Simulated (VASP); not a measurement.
# SrO (I4/mmm) in VASP: single point with PBEsol

Aim: the single point of SrO with PBEsol.

Everything below comes from runs of VASP 6.6.1. Logs are shortened: lines on timing, memory, paths and dates and some standing lists are left out, and cuts for length are marked.

**1. The cell of the first run**

Symmetry: I4/mmm, No. 139, tetragonal system. The conventional cell has a = 3.586 Å, b = 3.586 Å, c = 5.151 Å, α = 90.00°, β = 90.00°, γ = 90.00°. Within 3.3 Å of Sr (site symmetry 4/mmm) lie 6 O at 2.54 to 2.58 Å. Within 3.3 Å of O (site symmetry 4/mmm) lie 6 Sr at 2.54 to 2.58 Å.

**2. Single point, PBEsol**

INCAR reads:

```
PREC = Accurate
ENCUT = 600
EDIFF = 1E-6
ISMEAR = 0
SIGMA = 0.01
LREAL = F
LASPH = T
NELM = 120
ALGO = Normal
ISIF = 2
LWAVE = F
LCHARG = F
GGA = PS
NBANDS = 15
GGA_COMPAT = F
```

KPOINTS reads:

```
Automatic mesh
0
Gamma
  6 6 6
```

POSCAR reads:

```
SrO
1.0
    0.0000000000      2.5357135872      2.5752805320
    2.5357135872      0.0000000000      2.5752805320
    2.5357135872      2.5357135872      0.0000000000
Sr O
1 1
Direct
    0.0000000000      0.0000000000      0.0000000000
    0.5000000000      0.5000000000      0.5000000000
```

Potentials or basis: VASP PAW PBE potentials, release 64 (Sr_sv, O).

Launch:

```
$ cat potpaw_PBE.64/Sr_sv/POTCAR potpaw_PBE.64/O/POTCAR > POTCAR
$ mpirun -np 1 vasp_std > vasp.out
```

OUTCAR:

```text
PREC = Accurate
   ENCUT = 600
   EDIFF = 1E-6
   ISMEAR = 0
   LREAL = F
   LASPH = T
   NELM = 120
   ISIF = 2
   GGA = PS

 ion  position               nearest neighbor table
   1  0.000  0.000  0.000-   2 2.54   2 2.54   2 2.54   2 2.54   2 2.58   2 2.58
   2  0.500  0.500  0.500-   1 2.54   1 2.54   1 2.54   1 2.54   1 2.58   1 2.58

  LATTYP: Found a body centered tetragonal cell.
 ALAT       =     3.5860405453
 C/A-ratio  =     1.4362807667

  Lattice vectors:

 A1 = (  -2.5357135872,   0.0000000000,   2.5752805320)
 A2 = (   2.5357135872,   0.0000000000,   2.5752805320)
 A3 = (   0.0000000000,   2.5357135872,  -2.5752805320)

Analysis of symmetry for initial positions (statically):
=====================================================================
 Subroutine PRICEL returns:
 Original cell was already a primitive cell.

 Routine SETGRP: Setting up the symmetry group for a
 body centered tetragonal supercell.

 Subroutine GETGRP returns: Found 16 space group operations
 (whereof 16 operations were pure point group operations)
 out of a pool of 16 trial point group operations.

The static configuration has the point symmetry D_4h.

Analysis of symmetry for dynamics (positions and initial velocities):
=====================================================================
 Subroutine PRICEL returns:
 Original cell was already a primitive cell.

 Routine SETGRP: Setting up the symmetry group for a
 body centered tetragonal supercell.

 Subroutine GETGRP returns: Found 16 space group operations
 (whereof 16 operations were pure point group operations)
 out of a pool of 16 trial point group operations.

The dynamic configuration has the point symmetry D_4h.

 Subroutine INISYM returns: Found 16 space group operations
 (whereof 16 operations are pure point group operations),
 and found     1 'primitive' translations

----------------------------------------------------------------------------------------

                                     Primitive cell

  volume of cell :      33.1173

  direct lattice vectors                    reciprocal lattice vectors
     0.000000000  2.535713587  2.575280532    -0.197183153  0.197183153  0.194153605
     2.535713587  0.000000000  2.575280532     0.197183153 -0.197183153  0.194153605
     2.535713587  2.535713587  0.000000000     0.197183153  0.197183153 -0.194153605

  length of vectors
     3.614126895  3.614126895  3.586040545     0.339791133  0.339791133  0.339791133

  position of ions in fractional coordinates (direct lattice)
[... 90 lines left out ...]
   NELECT =      16.0000    total number of electrons
   NUPDOWN=      -1.0000    fix difference up-down
   EMIN   =  10.00;   EMAX   =-10.00  energy-range for DOS
   EFERMI =   0.00;   METHOD = LEGACY
   ISMEAR =     0;   SIGMA  =   0.01  broadening in eV -4-tet -1-fermi 0-gaus
   EFERMI_NEDOS =   21; number of points for ismear=-14 and -15
   IALGO  =     38    algorithm
   IMIX   =      4    mixing-type and parameters
     AMIX     =   0.40;   BMIX     =  1.00
     AMIX_MAG =   1.60;   BMIX_MAG =  1.00
  volume/ion in A,a.u.               =      16.56       111.74
  Fermi-wavevector in a.u.,A,eV,Ry     =   1.284586  2.427516 22.451806  1.650161
  Thomas-Fermi vector in A             =   2.416771
   LORBIT       =      0    0 simple, 1 ext, 2 COOP (PROOUT), +10 PAW based schemes
   GGA     = PS    functional components
   LHFCALC =     F    Hartree Fock is set to
   AEXX    =    0.0000 exact exchange contribution
   IVDW    =     0    specifies the selected vdW correction
   LEPSILON=     F    determine dielectric tensor
   LRPA    =     F    only Hartree local field effects (RPA)
 non-spin polarized calculation
 Gauss-broadening in eV      SIGMA  =   0.01
  energy-cutoff  :      600.00
  volume of cell :       33.12
 maximum number of plane-waves:      1120
 NGX is ok and might be reduce to    30
   NGX = 15   NGY = 15   NGZ = 15

 number of electron      15.9999998 magnetization

 Free energy of the ion-electron system (eV)
  ---------------------------------------------------
  ext. energy  EPLUGINS =         0.00000000
  ---------------------------------------------------
  free energy    TOTEN  =       -12.63350219 eV

  energy without entropy =      -12.63350219  energy(sigma->0) =      -12.63350219

 E-fermi :   1.6838     XC(G=0): -10.4018

 val. band max:        1.6329970071   @ k =   0.0000   0.0000   0.0000
 cond. band min:       4.7305207486   @ k =   0.5000   0.0000   0.5000
 fundamental gap:      3.0975237415
 Fermi energy:         1.6838011741

 k-point     1 :       0.0000    0.0000    0.0000
  band No.  band energies     occupation
      1     -30.5358      2.00000
      2     -13.4190      2.00000
      3     -12.1654      2.00000
      4     -12.1571      2.00000
      5     -12.1571      2.00000
      6       1.5724      2.00000
      7       1.6330      2.00000
      8       1.6330      2.00000
      9       5.6143      0.00000
     10       7.7469      0.00000
     11       7.8714      0.00000
     12       7.8714      0.00000
     13       9.9862      0.00000
     14      10.1911      0.00000
[... 401 lines left out ...]
      2     -14.1211      2.00000
      3     -12.8560      2.00000
      4     -12.5018      2.00000
      5     -12.0110      2.00000
      6       0.8692      2.00000
      7       1.1049      2.00000
      8       1.2483      2.00000
      9       5.6184      0.00000
     10       9.6300      0.00000
     11      10.8452      0.00000
     12      11.9667      0.00000
     13      12.6094      0.00000
     14      14.1883      0.00000
     15      15.6346      0.00000

 [... further k-points ...]

------------------------ aborting loop because EDIFF is reached ----------------------------------------

  FORCE on cell =-STRESS in cart. coord.  units (eV):
  Direction    XX          YY          ZZ          XY          YZ          ZX
  --------------------------------------------------------------------------------------
  -------------------------------------------------------------------------------------
  Total        0.5885259      0.5885259      0.1049973      0.0000000     -0.0000000      0.0000000
  in kB       28.4722130     28.4722130      5.0796510      0.0000000     -0.0000000      0.0000000
  external PRESSURE =      20.6746923 kB  Pullay stress =       0.0000000 kB

 VOLUME and BASIS-vectors are now :
 -----------------------------------------------------------------------------
  energy-cutoff  :      600.00
  volume of cell :       33.12
      direct lattice vectors                 reciprocal lattice vectors
     0.000000000  2.535713587  2.575280532    -0.197183153  0.197183153  0.194153605
     2.535713587  0.000000000  2.575280532     0.197183153 -0.197183153  0.194153605
     2.535713587  2.535713587  0.000000000     0.197183153  0.197183153 -0.194153605

 POSITION                                       TOTAL-FORCE (eV/Angst)
 -----------------------------------------------------------------------------------
      0.00000      0.00000      0.00000         0.000000      0.000000      0.000000
      2.53571      2.53571      2.57528        -0.000000     -0.000000     -0.000000
 -----------------------------------------------------------------------------------
    total drift:                                0.000000      0.000000      0.000000

  FREE ENERGIE OF THE ION-ELECTRON SYSTEM (eV)
  ---------------------------------------------------
  free  energy   TOTEN  =       -12.6335021911 eV

  energy  without entropy=      -12.6335021911  energy(sigma->0) =      -12.63350219
```

Run time: 21 s. Hardware: 1 thread of Intel Xeon 8259CL, shared host; peak memory 0.18 GiB.

What came out:

```yaml
Free_energy: -12.6335 eV
Pressure: 2.1 GPa
Band_gap_on_the_k_mesh: 3.10 eV (least direct gap 3.16 eV)
```

Stress tensor (GPa, compression positive):
```
2.85 0.00 0.00
0.00 2.85 0.00
0.00 0.00 0.51
```

Levels at points of the mesh, in eV from the valence-band top:
| k point | band 5 | band 6 | band 7 | band 8 | band 9 | band 10 | band 11 | band 12 |
| --- | --- | --- | --- | --- | --- | --- | --- | --- |
| (0.00, 0.00, 0.00) | -13.79 | -0.06 | 0.00 | 0.00 | 3.98 | 6.11 | 6.24 | 6.24 |
| (0.50, 0.00, 0.00) | -12.59 | -2.30 | -1.23 | -1.23 | 6.58 | 8.47 | 8.96 | 8.99 |
| (0.50, 0.50, 0.00) | -14.18 | -0.48 | -0.07 | -0.07 | 3.15 | 7.94 | 10.36 | 10.39 |
| (0.50, 0.00, 0.50) | -14.20 | -0.37 | -0.14 | -0.06 | 3.10 | 7.94 | 10.35 | 10.45 |

Caveat: the PAW data sets were made with another functional, which shifts forces and pressure a little. A k mesh can miss the band edges.
